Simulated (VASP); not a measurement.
# Hg2O in VASP: a series of runs, part 2 of 2

VASP 6.6.1.

## 3. Single point, PBE

This run uses another cell than the first one, of 28.24 Å³/atom, 1.349 times its volume.

INCAR reads:

```
PREC = Accurate
ENCUT = 520
EDIFF = 1E-7
ISMEAR = 0
SIGMA = 0.02
LREAL = F
LASPH = T
NELM = 100
ALGO = Normal
ISIF = 2
LWAVE = F
LCHARG = T
GGA = PE
LELF = T
LVHAR = T
NBANDS = 39
```

KPOINTS reads:

```
Automatic mesh
0
Gamma
  6 6 4
```

POSCAR reads:

```
Hg2O
1.0
    3.5968819086     -3.5035059149      0.0000000000
    3.5968819086      3.5035059149      0.0000000000
    0.0000000000      0.0000000000      6.7237830228
Hg O
4 2
Direct
    0.0000000000      0.0000000000      0.5000000000
    0.0000000000      0.0000000000      0.0000000000
    0.4389706700      0.5610293300      0.2500000000
    0.5610293300      0.4389706700      0.7500000000
    0.1573722300      0.8426277700      0.7500000000
    0.8426277700      0.1573722300      0.2500000000
```

Potentials or basis: VASP PAW PBE potentials, release 64 (Hg, O).

Started as:

```console
$ cat potpaw_PBE.64/Hg/POTCAR potpaw_PBE.64/O/POTCAR > POTCAR
$ mpirun -np 1 vasp_std > vasp.out
```

OUTCAR:

```text
PREC = Accurate
   ENCUT = 520
   EDIFF = 1E-7
   ISMEAR = 0
   LREAL = F
   LASPH = T
   NELM = 100
   ISIF = 2
   GGA = PE

 ion  position               nearest neighbor table
   1  0.000  0.000  0.500-   5 2.01   6 2.01   2 3.36   2 3.36   4 3.51   3 3.51
   2  0.000  0.000  0.000-   5 2.01   6 2.01   1 3.36   1 3.36   4 3.51   3 3.51
   3  0.439  0.561  0.250-   6 2.83   4 3.47   4 3.47   2 3.51   1 3.51
   4  0.561  0.439  0.750-   5 2.83   3 3.47   3 3.47   2 3.51   1 3.51
   5  0.157  0.843  0.750-   1 2.01   2 2.01   4 2.83
   6  0.843  0.157  0.250-   1 2.01   2 2.01   3 2.83

  LATTYP: Found a base centered orthorhombic cell.
 ALAT       =     7.0070118298
 B/A-ratio  =     1.0266521581
 C/A-ratio  =     0.9595792309

  Lattice vectors:

 A1 = (  -3.5968819086,  -3.5035059149,   0.0000000000)
 A2 = (   3.5968819086,  -3.5035059149,   0.0000000000)
 A3 = (   0.0000000000,   0.0000000000,   6.7237830228)

Analysis of symmetry for initial positions (statically):
=====================================================================
 Subroutine PRICEL returns:
 Original cell was already a primitive cell.

 Routine SETGRP: Setting up the symmetry group for a
 base centered orthorhombic supercell.

 Subroutine GETGRP returns: Found  8 space group operations
 (whereof  4 operations were pure point group operations)
 out of a pool of  8 trial point group operations.

The static configuration has the point symmetry C_2h.
 The point group associated with its full space group is D_2h.

Analysis of symmetry for dynamics (positions and initial velocities):
=====================================================================
 Subroutine PRICEL returns:
 Original cell was already a primitive cell.

 Routine SETGRP: Setting up the symmetry group for a
 base centered orthorhombic supercell.

 Subroutine GETGRP returns: Found  8 space group operations
[... 134 lines left out ...]
  Fermi-wavevector in a.u.,A,eV,Ry     =   1.158158  2.188601 18.249890  1.341329
  Thomas-Fermi vector in A             =   2.294762
   LORBIT       =      0    0 simple, 1 ext, 2 COOP (PROOUT), +10 PAW based schemes
   GGA     = PE    functional components
   LHFCALC =     F    Hartree Fock is set to
   AEXX    =    0.0000 exact exchange contribution
   IVDW    =     0    specifies the selected vdW correction
   LEPSILON=     F    determine dielectric tensor
   LRPA    =     F    only Hartree local field effects (RPA)
 non-spin polarized calculation
 Gauss-broadening in eV      SIGMA  =   0.02
  energy-cutoff  :      520.00
  volume of cell :      169.46
 maximum number of plane-waves:      4589
 NGX is ok and might be reduce to    40
   NGX = 19   NGY = 19   NGZ = 25

 number of electron      60.0000010 magnetization

 Free energy of the ion-electron system (eV)
  ---------------------------------------------------
  ext. energy  EPLUGINS =         0.00000000
  ---------------------------------------------------
  free energy    TOTEN  =       -11.32327332 eV

  energy without entropy =      -11.32327332  energy(sigma->0) =      -11.32327332

 E-fermi :  -0.2306     XC(G=0):  -8.4139

 val. band max:       -0.3341363860   @ k =   0.5000  -0.0000   0.0000
 cond. band min:       0.5394758503   @ k =   0.5000  -0.0000   0.0000
 fundamental gap:      0.8736122363
 Fermi energy:        -0.2306083324

 k-point     1 :       0.0000    0.0000    0.0000
  band No.  band energies     occupation
      1     -18.7738      2.00000
      2     -17.9378      2.00000
      3      -9.0579      2.00000
      4      -7.8999      2.00000
      5      -7.4971      2.00000
      6      -6.9484      2.00000
[... 997 lines left out ...]
     38       5.8746      0.00000
     39       7.1900      0.00000

 [... further k-points ...]

------------------------ aborting loop because EDIFF is reached ----------------------------------------

  FORCE on cell =-STRESS in cart. coord.  units (eV):
  Direction    XX          YY          ZZ          XY          YZ          ZX
  --------------------------------------------------------------------------------------
  -------------------------------------------------------------------------------------
  Total       -0.0518176      0.6611367      1.7100982      0.0000000     -0.0000000      0.0000000
  in kB       -0.4899090      6.2507069     16.1680970      0.0000000     -0.0000000      0.0000000
  external PRESSURE =       7.3096316 kB  Pullay stress =       0.0000000 kB

 VOLUME and BASIS-vectors are now :
 -----------------------------------------------------------------------------
  energy-cutoff  :      520.00
  volume of cell :      169.46
      direct lattice vectors                 reciprocal lattice vectors
     3.596881909 -3.503505915  0.000000000     0.139009290 -0.142714187  0.000000000
     3.596881909  3.503505915  0.000000000     0.139009290  0.142714187  0.000000000
     0.000000000  0.000000000  6.723783023     0.000000000  0.000000000  0.148725799

 POSITION                                       TOTAL-FORCE (eV/Angst)
 -----------------------------------------------------------------------------------
      0.00000      0.00000      3.36189         0.000000      0.000000     -0.000000
      0.00000      0.00000      0.00000        -0.000000      0.000000     -0.000000
      3.59688      0.42763      1.68095         0.000000     -0.000486     -0.000000
      3.59688     -0.42763      5.04284         0.000000      0.000486     -0.000000
      3.59688      2.40080      5.04284         0.000000     -0.323038      0.000000
      3.59688     -2.40080      1.68095         0.000000      0.323038      0.000000
 -----------------------------------------------------------------------------------
    total drift:                                0.000000     -0.000000      0.000000

  FREE ENERGIE OF THE ION-ELECTRON SYSTEM (eV)
  ---------------------------------------------------
  free  energy   TOTEN  =       -11.3232733214 eV

  energy  without entropy=      -11.3232733214  energy(sigma->0) =      -11.32327332
```

OSZICAR:

```text
N       E                     dE             d eps       ncg     rms          rms(c)
DAV:   1     0.488345016223E+03    0.48835E+03   -0.29483E+04  3042   0.141E+03
DAV:   2     0.175936941897E+02   -0.47075E+03   -0.44478E+03  3343   0.368E+02
DAV:   3    -0.153646034504E+02   -0.32958E+02   -0.32534E+02  3509   0.953E+01
DAV:   4    -0.157823964117E+02   -0.41779E+00   -0.41752E+00  3098   0.106E+01
DAV:   5    -0.157850566462E+02   -0.26602E-02   -0.26601E-02  3459   0.792E-01    0.211E+01
DAV:   6    -0.115720751355E+02    0.42130E+01   -0.18646E+01  4318   0.389E+01    0.122E+01
DAV:   7    -0.113934800962E+02    0.17860E+00   -0.29557E+00  3042   0.101E+01    0.795E+00
DAV:   8    -0.113724959778E+02    0.20984E-01   -0.97730E-01  3161   0.477E+00    0.178E+00
DAV:   9    -0.113211369167E+02    0.51359E-01   -0.24954E-01  3920   0.275E+00    0.388E-01
DAV:  10    -0.113229150738E+02   -0.17782E-02   -0.26929E-02  3084   0.960E-01    0.193E-01
DAV:  11    -0.113232004740E+02   -0.28540E-03   -0.10423E-03  3409   0.186E-01    0.107E-01
DAV:  12    -0.113232626851E+02   -0.62211E-04   -0.21941E-04  3155   0.864E-02    0.182E-02
DAV:  13    -0.113232715286E+02   -0.88435E-05   -0.35410E-05  3260   0.300E-02    0.106E-02
DAV:  14    -0.113232731026E+02   -0.15740E-05   -0.39777E-06  3246   0.114E-02    0.503E-03
DAV:  15    -0.113232733035E+02   -0.20085E-06   -0.79665E-07  3113   0.497E-03    0.160E-03
DAV:  16    -0.113232733214E+02   -0.17904E-07   -0.93104E-08  2175   0.160E-03
   1 F= -.11323273E+02 E0= -.11323273E+02  d E =-.361526E-15
```

Run time: 6.1 min. Hardware: 1 thread of AMD EPYC 7R13, shared host; peak memory 0.35 GiB.

Results:

```
Free energy            : -11.3233 eV
Pressure               : 0.7 GPa
Largest force          : 0.323 eV/Å
Band gap on the k mesh : 0.87 eV, direct
```

Forces on the atoms (eV/Å):
```
Hg   0.000  0.000  0.000
Hg   0.000  0.000  0.000
Hg   0.000  0.000  0.000
Hg   0.000  0.000  0.000
O    0.000 -0.323  0.000
O    0.000  0.323  0.000
```

Stress tensor (GPa, compression positive):
```
-0.05  0.00  0.00
 0.00  0.63  0.00
 0.00  0.00  1.62
```

Caveat: spin-orbit coupling is left out, which moves the levels of the heavy elements.
